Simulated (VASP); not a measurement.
# GaBiSe3 (P1) in VASP: single point with PBE

Aim: the single point of GaBiSe3 with PBE.

Everything below comes from runs of VASP 6.6.1. Logs are shortened: lines on timing, memory, paths and dates and some standing lists are left out, and cuts for length are marked.

## (1) The cell of the first run

The typed cell holds 5 atoms: a = 4.090 Å, b = 6.434 Å, c = 6.440 Å, α = 101.13°, β = 89.99°, γ = 89.99°.

The cell was generated, and may not be a known phase.

## (2) Single point, PBE

File INCAR:

```
ALGO = Normal
EDIFF = 1E-6
ENCUT = 520
GGA = PE
ISIF = 2
ISMEAR = 0
LASPH = True
LCHARG = False
LREAL = False
LWAVE = False
NBANDS = 31
NELM = 100
PREC = Accurate
SIGMA = 0.02
```

File KPOINTS:

```
k-points
0
Gamma
  8 6 6
```

File POSCAR:

```
GaBiSe3
1.0
    4.0900899758      0.0263406660      0.0073308047
   -0.0403477534      6.4335115786     -0.0724972699
   -0.0032365098     -1.1721542160      6.3322411254
Ga Bi Se
1 1 3
Direct
    0.5018482904      0.3505030494      0.4404919523
    1.0020666345      0.1795955275      0.8468746406
    0.5022557599      0.0040345680      0.5256812919
    0.5020492132      0.4464353003      0.1015533325
    0.0017841320      0.5194335448      0.6453957226
```

Potentials or basis: VASP PAW PBE potentials, release 64 (Ga_d, Bi_d, Se).

Launch:

```sh
$ cat potpaw_PBE.64/Ga_d/POTCAR potpaw_PBE.64/Bi_d/POTCAR potpaw_PBE.64/Se/POTCAR > POTCAR
$ mpirun -np 1 vasp_std > vasp.out
```

OUTCAR:

```text
EDIFF = 1E-6
   ENCUT = 520
   GGA = PE
   ISIF = 2
   ISMEAR = 0
   LASPH = True
   LREAL = False
   NELM = 100
   PREC = Accurate

 ion  position               nearest neighbor table
   1  0.502  0.351  0.440-   4 2.38   3 2.40   5 2.56   5 2.56
   2  0.002  0.180  0.847-   5 2.75   4 2.95   4 2.96   3 2.97   3 2.97
   3  0.502  0.004  0.526-   1 2.40   2 2.97   2 2.97
   4  0.502  0.446  0.102-   1 2.38   2 2.95   2 2.96
   5  0.002  0.519  0.645-   1 2.56   1 2.56   2 2.75

  LATTYP: Found a triclinic cell.
 ALAT       =     7.6292484689
 B/A-ratio  =     2.0275575137
 C/A-ratio  =     0.5361185154
 COS(alpha) =     0.0000112122
 COS(beta)  =     0.5361924614
 COS(gamma) =     0.7706078959

  Lattice vectors:

 A1 = (   4.0868534660,  -1.1458135500,   6.3395719301)
 A2 = (   0.0338747338,  -8.7778200106,  12.7369795207)
 A3 = (   4.0900899758,   0.0263406660,   0.0073308047)

Analysis of symmetry for initial positions (statically):
=====================================================================
 Subroutine PRICEL returns:
 Original cell was already a primitive cell.

 Routine SETGRP: Setting up the symmetry group for a
 triclinic supercell.

 Subroutine GETGRP returns: Found  1 space group operations
 (whereof  1 operations were pure point group operations)
 out of a pool of  2 trial point group operations.

The static configuration has the point symmetry C_1 .

Analysis of symmetry for dynamics (positions and initial velocities):
=====================================================================
 Subroutine PRICEL returns:
 Original cell was already a primitive cell.

 Routine SETGRP: Setting up the symmetry group for a
 triclinic supercell.

 Subroutine GETGRP returns: Found  1 space group operations
 (whereof  1 operations were pure point group operations)
 out of a pool of  2 trial point group operations.

The dynamic configuration has the point symmetry C_1 .

 Subroutine INISYM returns: Found  1 space group operations
 (whereof  1 operations are pure point group operations),
 and found     1 'primitive' translations

----------------------------------------------------------------------------------------

                                     Primitive cell

  volume of cell :     166.2840

  direct lattice vectors                    reciprocal lattice vectors
     4.090089976  0.026340666  0.007330805     0.244482761  0.001537889  0.000409636
    -0.040347753  6.433511579 -0.072497270    -0.001054751  0.155754381  0.028830984
    -0.003236510 -1.172154216  6.332241125    -0.000295112  0.001781438  0.158251580

  length of vectors
     4.090181363  6.434046552  6.439816275     0.244487941  0.158403804  0.158261882

  position of ions in fractional coordinates (direct lattice)
     0.501848290  0.350503049  0.440491952
     0.002066634  0.179595527  0.846874641
     0.502255760  0.004034568  0.525681292
     0.502049213  0.446435300  0.101553333
     0.001784132  0.519433545  0.645395723

  ion indices of the primitive-cell ions
   primitive index   ion index
                 1           1
                 2           2
                 3           3
                 4           4
                 5           5

----------------------------------------------------------------------------------------

 KPOINTS: k-points

Automatic generation of k-mesh.
 Grid dimensions read from file:
 generate k-points for:    8    6    6

 Generating k-lattice:

  Cartesian coordinates                     Fractional coordinates (reciprocal lattice)
     0.030560345  0.000192236  0.000051205     0.125000000 -0.000000000  0.000000000
    -0.000175792  0.025959063  0.004805164    -0.000000000  0.166666667 -0.000000000
    -0.000049185  0.000296906  0.026375263     0.000000000  0.000000000  0.166666667

  Length of vectors
     0.030560993  0.026400634  0.026376980

  Shift w.r.t. Gamma in fractional coordinates (k-lattice)
     0.000000000  0.000000000  0.000000000

 Subroutine IBZKPT returns following result:
 ===========================================

 Found    148 irreducible k-points:

 Following reciprocal coordinates:
            Coordinates               Weight
  0.000000  0.000000  0.000000      1.000000
  0.125000  0.000000  0.000000      2.000000
  0.250000  0.000000  0.000000      2.000000
  0.375000  0.000000 -0.000000      2.000000
  0.500000  0.000000  0.000000      1.000000
 -0.000000  0.166667 -0.000000      2.000000
[... 16 lines left out ...]
  0.125000  0.500000 -0.000000      2.000000
  0.250000  0.500000 -0.000000      2.000000
 [... further k-points ...]
   k-points           NKPTS =    148   k-points in BZ     NKDIM =    148   number of bands    NBANDS=     31
   number of dos      NEDOS =    301   number of ions     NIONS =      5
   total plane-waves  NPLWV =  69120
   dimension x,y,z NGX =    30 NGY =   48 NGZ =   48
   dimension x,y,z NGXF=    60 NGYF=   96 NGZF=   96
   ions per type =               1   1   3
   NGX,Y,Z   is equivalent  to a cutoff of  12.19, 12.40, 12.39 a.u.
   NGXF,Y,Z  is equivalent  to a cutoff of  24.39, 24.80, 24.78 a.u.
 SYSTEM =  unknown system
   PREC   = accura    normal or accurate (medium, high low for compatibility)
   ISTART =      0    job   : 0-new  1-cont  2-samecut
   ICHARG =      2    charge: 1-file 2-atom 10-const
   ISPIN  =      1    spin polarized calculation?
   LNONCOLLINEAR =      F non collinear calculations
   LSORBIT =      F    spin-orbit coupling
   LASPH  =      T    aspherical Exc in radial PAW
   ENCUT  =  520.0 eV  38.22 Ry    6.18 a.u.   7.61 11.96 11.97*2*pi/ulx,y,z
   NELM   =    100;   NELMIN=  2; NELMDL= -5     # of ELM steps
   EDIFF  = 0.1E-05   stopping-criterion for ELM
   LREAL  =      F    real-space projection
   EDIFFG = 0.1E-04   stopping-criterion for IOM
   NSW    =      0    number of steps for IOM
   IBRION =     -1    ionic relax: 0-MD 1-quasi-New 2-CG
   NFREE  =      0    steps in history (QN), initial steepest desc. (CG)
   ISIF   =      2    stress and relaxation
   ISYM   =      2    0-nonsym 1-usesym 2-fastsym
   POTIM  = 0.5000    time-step for ionic-motion
   TEBEG  =    0.0;   TEEND  =   0.0 temperature during run
   PSTRESS=    0.0 pullay stress
   NELECT =      46.0000    total number of electrons
   NUPDOWN=      -1.0000    fix difference up-down
   EMIN   =  10.00;   EMAX   =-10.00  energy-range for DOS
   EFERMI =   0.00;   METHOD = LEGACY
   ISMEAR =     0;   SIGMA  =   0.02  broadening in eV -4-tet -1-fermi 0-gaus
   EFERMI_NEDOS =   21; number of points for ismear=-14 and -15
   IALGO  =     38    algorithm
   IMIX   =      4    mixing-type and parameters
     AMIX     =   0.40;   BMIX     =  1.00
     AMIX_MAG =   1.60;   BMIX_MAG =  1.00
  volume/ion in A,a.u.               =      33.26       224.43
  Fermi-wavevector in a.u.,A,eV,Ry     =   1.066704  2.015778 15.481493  1.137858
  Thomas-Fermi vector in A             =   2.202297
   LORBIT       =      0    0 simple, 1 ext, 2 COOP (PROOUT), +10 PAW based schemes
   GGA     = PE    functional components
   LHFCALC =     F    Hartree Fock is set to
   AEXX    =    0.0000 exact exchange contribution
   IVDW    =     0    specifies the selected vdW correction
   LEPSILON=     F    determine dielectric tensor
   LRPA    =     F    only Hartree local field effects (RPA)
 non-spin polarized calculation
 Gauss-broadening in eV      SIGMA  =   0.02
  energy-cutoff  :      520.00
  volume of cell :      166.28
 maximum number of plane-waves:      4510
   NGX = 15   NGY = 23   NGZ = 23

 number of electron      46.0000014 magnetization

 Free energy of the ion-electron system (eV)
  ---------------------------------------------------
  ext. energy  EPLUGINS =         0.00000000
  ---------------------------------------------------
  free energy    TOTEN  =       -19.52423206 eV

  energy without entropy =      -19.52423206  energy(sigma->0) =      -19.52423206

 E-fermi :   2.0126     XC(G=0):  -8.0842

 val. band max:        1.8613951060   @ k =   0.1250   0.5000  -0.0000
 cond. band min:       3.0570974260   @ k =   0.0000   0.0000   0.0000
 fundamental gap:      1.1957023201
 Fermi energy:         2.0125906061

 k-point     1 :       0.0000    0.0000    0.0000
  band No.  band energies     occupation
      1     -20.9464      2.00000
      2     -20.9140      2.00000
      3     -20.9034      2.00000
      4     -20.8848      2.00000
      5     -20.8728      2.00000
      6     -12.7924      2.00000
[... 23 lines left out ...]
     30       7.9036      0.00000
     31       8.4266      0.00000

 k-point     2 :       0.1250    0.0000    0.0000
  band No.  band energies     occupation
      1     -20.9439      2.00000
      2     -20.9152      2.00000
      3     -20.9032      2.00000
      4     -20.8826      2.00000
      5     -20.8755      2.00000
      6     -12.7897      2.00000
[... 23 lines left out ...]
     30       8.2044      0.00000
     31       8.6104      0.00000

 k-point     3 :       0.2500    0.0000    0.0000
  band No.  band energies     occupation
      1     -20.9386      2.00000
      2     -20.9181      2.00000
      3     -20.9028      2.00000
      4     -20.8819      2.00000
      5     -20.8765      2.00000
      6     -12.7855      2.00000
[... 23 lines left out ...]
     30       8.3202      0.00000
     31       8.9436      0.00000

 k-point     4 :       0.3750    0.0000   -0.0000
  band No.  band energies     occupation
      1     -20.9340      2.00000
      2     -20.9210      2.00000
      3     -20.9024      2.00000
      4     -20.8883      2.00000
      5     -20.8697      2.00000
      6     -12.7894      2.00000
[... 635 lines left out ...]
     30       8.0078      0.00000
     31       8.4468      0.00000

 k-point    23 :       0.1250    0.5000   -0.0000
  band No.  band energies     occupation
      1     -20.9439      2.00000
      2     -20.9152      2.00000
      3     -20.9031      2.00000
      4     -20.8826      2.00000
      5     -20.8755      2.00000
      6     -12.7904      2.00000
[... 23 lines left out ...]
     30       8.1349      0.00000
     31       8.4394      0.00000

 k-point    24 :       0.2500    0.5000   -0.0000
  band No.  band energies     occupation
      1     -20.9385      2.00000
      2     -20.9181      2.00000
      3     -20.9027      2.00000
      4     -20.8819      2.00000
      5     -20.8766      2.00000
      6     -12.7862      2.00000
[... 23 lines left out ...]
     30       7.8345      0.00000
     31       8.4845      0.00000

 [... further k-points ...]

------------------------ aborting loop because EDIFF is reached ----------------------------------------

  FORCE on cell =-STRESS in cart. coord.  units (eV):
  Direction    XX          YY          ZZ          XY          YZ          ZX
  --------------------------------------------------------------------------------------
  -------------------------------------------------------------------------------------
  Total        0.0506198      0.0515110      0.0568480      0.0047266     -0.0072461      0.0003991
  in kB        0.4877311      0.4963181      0.5477411      0.0455415     -0.0698175      0.0038453
  external PRESSURE =       0.5105968 kB  Pullay stress =       0.0000000 kB

 VOLUME and BASIS-vectors are now :
 -----------------------------------------------------------------------------
  energy-cutoff  :      520.00
  volume of cell :      166.28
      direct lattice vectors                 reciprocal lattice vectors
     4.090089976  0.026340666  0.007330805     0.244482761  0.001537889  0.000409636
    -0.040347753  6.433511579 -0.072497270    -0.001054751  0.155754381  0.028830984
    -0.003236510 -1.172154216  6.332241125    -0.000295112  0.001781438  0.158251580

 POSITION                                       TOTAL-FORCE (eV/Angst)
 -----------------------------------------------------------------------------------
      2.03704      1.75186      2.76757         0.000220      0.002346      0.002205
     -0.00153      0.16282      5.34961         0.000427     -0.008026      0.001130
      2.05241     -0.57699      3.33213        -0.001338     -0.019369     -0.002147
      2.03509      2.76633      0.61438        -0.001076      0.010698     -0.008555
     -0.01575      2.58533      4.04916         0.001766      0.014351      0.007367
 -----------------------------------------------------------------------------------
    total drift:                               -0.000451     -0.000993      0.000961

  FREE ENERGIE OF THE ION-ELECTRON SYSTEM (eV)
  ---------------------------------------------------
  free  energy   TOTEN  =       -19.5242320645 eV

  energy  without entropy=      -19.5242320645  energy(sigma->0) =      -19.52423206
```

Run time: 12 min. Hardware: 1 thread of Intel Xeon 8259CL, shared host; peak memory 0.8 GiB.

What came out:

```yaml
Free_energy: -19.5242 eV
Pressure: 0.1 GPa
Largest_force: 0.020 eV/Å
Band_gap_on_the_k_mesh: 1.20 eV (least direct gap 1.56 eV)
```

Forces on the atoms (eV/Å):
```
Ga   0.000  0.002  0.002
Bi   0.000 -0.008  0.001
Se  -0.001 -0.019 -0.002
Se  -0.001  0.011 -0.009
Se   0.002  0.014  0.007
```

Caveat: spin-orbit coupling is left out, which moves the levels of the heavy elements.
